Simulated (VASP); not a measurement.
# C (Fd-3m) in VASP: vibrations by perturbation theory with LDA

Aim: the vibrations by perturbation theory of C with LDA.

Program: VASP 6.6.1. These are calculated values, not measurements. Logs are shortened: lines on timing, memory, paths and dates and some standing lists are left out, and cuts for length are marked.

**1. The cell of the first run**

Symmetry: Fd-3m, No. 227, cubic system. The conventional cell has a = 3.531 Å, b = 3.531 Å, c = 3.531 Å, α = 90.00°, β = 90.00°, γ = 90.00°. C (site symmetry -43m) has 4 C at 1.53 Å within 2.0 Å.

**2. Vibrations by perturbation theory, LDA**

The input, INCAR:

```
  PREC = Accurate
  ENCUT = 600
  EDIFF = 1E-8
  ISMEAR = 0
  SIGMA = 0.01
  LREAL = False
  LASPH = True
  NELM = 120
  ALGO = Normal
  ISIF = 2
  LWAVE = False
  LCHARG = False
  GGA = CA
  IBRION = 8
  NSW = 1
  LEPSILON = True
  GGA_COMPAT = False
```

The input, KPOINTS:

```
regular mesh
0
Gamma
  8 8 8
```

The input, POSCAR:

```
C
1.0
    0.0000000000      1.7657489861      1.7657489861
    1.7657489861      0.0000000000      1.7657489861
    1.7657489861      1.7657489861      0.0000000000
C
2
Direct
    0.5000000000      0.5000000000      0.5000000000
    0.7500000000      0.7500000000      0.7500000000
```

Potentials or basis: VASP PAW LDA potentials, release 64 (C).

Launch:

```
$ cat potpaw_LDA.64/C/POTCAR > POTCAR
$ mpirun -np 1 vasp_std > vasp.out
```

OUTCAR:

```text
PREC = Accurate
   ENCUT = 600
   EDIFF = 1E-8
   ISMEAR = 0
   LREAL = False
   LASPH = True
   NELM = 120
   ISIF = 2
   GGA = CA
   IBRION = 8
   NSW = 1
   LEPSILON = True

 ion  position               nearest neighbor table
   1  0.500  0.500  0.500-   2 1.53   2 1.53   2 1.53   2 1.53
   2  0.750  0.750  0.750-   1 1.53   1 1.53   1 1.53   1 1.53

  LATTYP: Found a face centered cubic cell.
 ALAT       =     3.5314979722

  Lattice vectors:

 A1 = (   0.0000000000,   1.7657489861,   1.7657489861)
 A2 = (   1.7657489861,   0.0000000000,   1.7657489861)
 A3 = (   1.7657489861,   1.7657489861,   0.0000000000)

Analysis of symmetry for initial positions (statically):
=====================================================================
 Subroutine PRICEL returns:
 Original cell was already a primitive cell.

 Routine SETGRP: Setting up the symmetry group for a
 face centered cubic supercell.

 Subroutine GETGRP returns: Found 48 space group operations
 (whereof 24 operations were pure point group operations)
 out of a pool of 48 trial point group operations.

The static configuration has the point symmetry T_d .
 The point group associated with its full space group is O_h .

Analysis of symmetry for dynamics (positions and initial velocities):
=====================================================================
 Subroutine PRICEL returns:
 Original cell was already a primitive cell.

 Routine SETGRP: Setting up the symmetry group for a
 face centered cubic supercell.

 Subroutine GETGRP returns: Found 48 space group operations
 (whereof 24 operations were pure point group operations)
 out of a pool of 48 trial point group operations.

The dynamic configuration has the point symmetry T_d .
 The point group associated with its full space group is O_h .

 Subroutine INISYM returns: Found 48 space group operations
 (whereof 24 operations are pure point group operations),
 and found     1 'primitive' translations

----------------------------------------------------------------------------------------

                                     Primitive cell

  volume of cell :      11.0107

  direct lattice vectors                    reciprocal lattice vectors
     0.000000000  1.765748986  1.765748986    -0.283165956  0.283165956  0.283165956
     1.765748986  0.000000000  1.765748986     0.283165956 -0.283165956  0.283165956
     1.765748986  1.765748986  0.000000000     0.283165956  0.283165956 -0.283165956

  length of vectors
     2.497146164  2.497146164  2.497146164     0.490457823  0.490457823  0.490457823

  position of ions in fractional coordinates (direct lattice)
     0.500000000  0.500000000  0.500000000
     0.750000000  0.750000000  0.750000000

  ion indices of the primitive-cell ions
   primitive index   ion index
                 1           1
                 2           2

----------------------------------------------------------------------------------------

 KPOINTS: regular mesh

Automatic generation of k-mesh.
 Grid dimensions read from file:
 generate k-points for:    8    8    8

 Generating k-lattice:

  Cartesian coordinates                     Fractional coordinates (reciprocal lattice)
    -0.035395745  0.035395745  0.035395745     0.125000000  0.000000000  0.000000000
     0.035395745 -0.035395745  0.035395745     0.000000000  0.125000000  0.000000000
     0.035395745  0.035395745 -0.035395745     0.000000000  0.000000000  0.125000000

  Length of vectors
     0.061307228  0.061307228  0.061307228

  Shift w.r.t. Gamma in fractional coordinates (k-lattice)
     0.000000000  0.000000000  0.000000000

 Subroutine IBZKPT returns following result:
 ===========================================

[... 367 lines left out ...]
  in kB        9.3961361      9.3961361      9.3961361      0.0000000     -0.0000000      0.0000000
  external PRESSURE =       9.3961361 kB  Pullay stress =       0.0000000 kB

 VOLUME and BASIS-vectors are now :
 -----------------------------------------------------------------------------
  energy-cutoff  :      600.00
  volume of cell :       11.01
      direct lattice vectors                 reciprocal lattice vectors
     0.000000000  1.765748986  1.765748986    -0.283165956  0.283165956  0.283165956
     1.765748986  0.000000000  1.765748986     0.283165956 -0.283165956  0.283165956
     1.765748986  1.765748986  0.000000000     0.283165956  0.283165956 -0.283165956

 POSITION                                       TOTAL-FORCE (eV/Angst)
 -----------------------------------------------------------------------------------
      1.76575      1.76575      1.76575         0.000000      0.000000      0.000000
      2.64862      2.64862      2.64862        -0.000000     -0.000000     -0.000000
 -----------------------------------------------------------------------------------
    total drift:                                0.000000     -0.000000      0.000000

  FREE ENERGIE OF THE ION-ELECTRON SYSTEM (eV)
  ---------------------------------------------------
  free  energy   TOTEN  =       -20.2512093586 eV

  energy  without entropy=      -20.2512093586  energy(sigma->0) =      -20.25120936

 HEAD OF MICROSCOPIC STATIC DIELECTRIC TENSOR (INDEPENDENT PARTICLE, excluding Hartree and local field effects)
 ------------------------------------------------------
           5.992264    -0.000000     0.000000
           0.000000     5.992264     0.000000
          -0.000000    -0.000000     5.992264
 ------------------------------------------------------

 Free energy of the ion-electron system (eV)
  ---------------------------------------------------
  ---------------------------------------------------
  free energy    TOTEN  =        -0.15489199 eV

  energy without entropy =       -0.15489199

------------------------ aborting loop because EDIFF is reached ----------------------------------------

--------------------------------------- Ionic step        2  -------------------------------------------

------------------------ aborting loop because EDIFF is reached ----------------------------------------

--------------------------------------- Ionic step        3  -------------------------------------------

------------------------ aborting loop because EDIFF is reached ----------------------------------------

 PIEZOELECTRIC TENSOR FIELD DIRECTION 3  (e Angst)
 -----------------------------------------------------------------------------
     0.00010 -0.00000  0.00000           ( -0.00000  0.00000  0.00000)
     0.00000  0.00010  0.00000           (  0.00000 -0.00000  0.00000)
     0.00000  0.00000 -0.00060           (  0.00000  0.00000 -0.00001)

 PIEZOELECTRIC TENSOR FIELD DIRECTION 3  (C/m^2)
 -----------------------------------------------------------------------------
     0.00015 -0.00000  0.00000
     0.00000  0.00015  0.00000
     0.00000  0.00000 -0.00087

--------------------------------------- Ionic step        4  -------------------------------------------

 Free energy of the ion-electron system (eV)
  ---------------------------------------------------
  ---------------------------------------------------
  free energy    TOTEN  =        -0.11153203 eV

  energy without entropy =       -0.11153203

------------------------ aborting loop because EDIFF is reached ----------------------------------------

 INTERNAL STRAIN TENSOR  FOR ION    1  DIRECTION 1   (eV/Angst):
 -----------------------------------------------------------------------------
     0.01280  0.00000  0.00000
     0.00000 -0.00568  4.17766
     0.00000  4.17766 -0.00568

 MACROSCOPIC STATIC DIELECTRIC TENSOR (including local field effects in DFT)
 ------------------------------------------------------
           5.815769     0.000000    -0.000000
           0.000000     5.815769    -0.000000
          -0.000000     0.000000     5.815769
 ------------------------------------------------------

 PIEZOELECTRIC TENSOR (including local field effects)  for field in x, y, z        (e  Angst)
          XX          YY          ZZ          XY          YZ          ZX
  --------------------------------------------------------------------------------
  x    -0.00000     0.00000     0.00000     0.00000     0.00000     0.00000
  y     0.00000     0.00000     0.00000     0.00000     0.00000     0.00000
  z    -0.00000    -0.00000     0.00000     0.00000     0.00000     0.00000

 PIEZOELECTRIC TENSOR (including local field effects)  for field in x, y, z        (C/m^2)
          XX          YY          ZZ          XY          YZ          ZX
  --------------------------------------------------------------------------------
  x    -0.00000     0.00000     0.00000     0.00000     0.00000     0.00000
  y     0.00000     0.00000     0.00000     0.00000     0.00000     0.00000
  z    -0.00000    -0.00000     0.00000     0.00000     0.00000     0.00000

 BORN EFFECTIVE CHARGES (including local field effects) (in |e|, cummulative output)
 ---------------------------------------------------------------------------------
 ion    1
    1    -0.00000    -0.00000     0.00000
    2     0.00000    -0.00000    -0.00000
    3    -0.00000    -0.00000    -0.00000
 ion    2
    1     0.00000     0.00000    -0.00000
    2     0.00000     0.00000     0.00000
    3     0.00000     0.00000     0.00000

 INTERNAL STRAIN TENSOR FOR ION    2 for displacements in x,y,z  (eV/Angst):
          X           Y           Z          XY          YZ          ZX
  --------------------------------------------------------------------------------
  x     0.00000     0.00000     0.00000     0.00000    -4.17766     0.00000
  y     0.00000     0.00000     0.00000     0.00000     0.00000    -4.17766
  z     0.00000     0.00000     0.00000    -4.17766     0.00000     0.00000

 SECOND DERIVATIVES (NOT SYMMETRIZED)
 ------------------------------------
               1X          1Y          1Z          2X          2Y          2Z
  1X   -38.891107    0.000000    0.000000   38.891107    0.000000    0.000000
  1Y     0.000000  -38.891107    0.000000    0.000000   38.891107    0.000000
  1Z     0.000000    0.000000  -38.891107    0.000000    0.000000   38.891107
  2X    38.891107    0.000000    0.000000  -38.891107    0.000000    0.000000
  2Y     0.000000   38.891107    0.000000    0.000000  -38.891107    0.000000
  2Z     0.000000    0.000000   38.891107    0.000000    0.000000  -38.891107

 Eigenvectors and eigenvalues of the dynamical matrix
 ----------------------------------------------------

   1 f  =   39.783345 THz   249.966126 2PiTHz 1327.029535 cm-1   164.530619 meV
             X         Y         Z           dx          dy          dz
      1.765749  1.765749  1.765749     0.000000   -0.707107    0.000000
      2.648623  2.648623  2.648623     0.000000    0.707107    0.000000
[... 21 lines left out ...]
   6 f  =    0.000000 THz     0.000000 2PiTHz    0.000000 cm-1     0.000000 meV
             X         Y         Z           dx          dy          dz
      1.765749  1.765749  1.765749     0.000000    0.000000    0.707107
      2.648623  2.648623  2.648623     0.000000    0.000000    0.707107

--------------------------------------------------------------------------------------------------------

 MACROSCOPIC STATIC DIELECTRIC TENSOR IONIC CONTRIBUTION
 ------------------------------------------------------
           0.000000     0.000000    -0.000000
           0.000000     0.000000     0.000000
          -0.000000     0.000000     0.000000
 ------------------------------------------------------

 ELASTIC MODULI CONTR FROM IONIC RELAXATION (kBar)
 Direction    XX          YY          ZZ          XY          YZ          ZX
 --------------------------------------------------------------------------------
 XX           0.0000      0.0000      0.0000      0.0000      0.0000      0.0000
 YY           0.0000      0.0000      0.0000      0.0000      0.0000      0.0000
 ZZ           0.0000      0.0000      0.0000      0.0000      0.0000      0.0000
 XY           0.0000      0.0000      0.0000    -65.2996      0.0000      0.0000
 YZ           0.0000      0.0000      0.0000      0.0000    -65.2996      0.0000
 ZX           0.0000      0.0000      0.0000      0.0000      0.0000    -65.2996
 --------------------------------------------------------------------------------

 PIEZOELECTRIC TENSOR IONIC CONTR  for field in x, y, z        (C/m^2)
          XX          YY          ZZ          XY          YZ          ZX
  --------------------------------------------------------------------------------
  x     0.00000     0.00000     0.00000     0.00000    -0.00000    -0.00000
  y     0.00000     0.00000     0.00000    -0.00000     0.00000    -0.00000
  z     0.00000     0.00000     0.00000    -0.00000    -0.00000    -0.00000
```

It took 18 s on 1 thread of Intel Xeon 6975P-C (Granite Rapids), shared host; peak memory 0.14 GiB.

Results:

```
Electronic dielectric tensor (diagonal) : 5.82
Born charges (mean of the diagonal)     : C +0.00 e
Highest phonon frequency at Γ           : 1327 cm⁻¹
```

Phonon frequencies in cm⁻¹ (negative: imaginary):
| q point | frequencies |
| --- | --- |
| (0.000, 0.000, 0.000) | 0 0 0 1327 1327 1327 |

Electronic dielectric tensor:
```
5.82 0.00 0.00
0.00 5.82 0.00
0.00 0.00 5.82
```

Born effective charge tensors (e):
atom 1, C
```
0.00 0.00 0.00
0.00 0.00 0.00
0.00 0.00 0.00
```
atom 2, C
```
0.00 0.00 0.00
0.00 0.00 0.00
0.00 0.00 0.00
```

Caveat: the k points lie up to 0.39 Å⁻¹ apart.
